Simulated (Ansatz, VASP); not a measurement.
**CdSe in VASP and in Ansatz**

```
Cd Se
1.0
     0.00000    3.04135    3.04135
     3.04135    0.00000    3.04135
     3.04135    3.04135    0.00000
Cd Se
1 1
Direct
  0.00000 0.00000 0.00000
  0.75000 0.75000 0.75000
```

Alike in both runs: functional PBEsol; k mesh 10 × 10 × 10; occupations fermi-dirac, width 0.08 eV; no spin polarisation.

Ansatz relaxed the structure, and its values are those at the end. VASP's run is a single point on that final structure, the one shown.

|  | VASP | Ansatz |
| --- | --- | --- |
| version | VASP 6.6.1 | Ansatz 0.2.0 |
| potentials or method | VASP PAW PBE potentials, release 64 (Cd, Se) | PAW with Ansatz's default frozen-core files, scalar-relativistic |
| plane-wave cutoff (eV) | 500 | 420 |
| valence electrons in the cell | 18 | 36 |

```csv
,VASP,Ansatz,Ansatz less VASP
pressure (GPa),0.3,0.0,-0.33
```

VASP's potentials were made for PBE, not for PBEsol. VASP's potentials hold 18 valence electrons a cell and Ansatz's 36, so a difference there can come from the potentials and not from the codes.
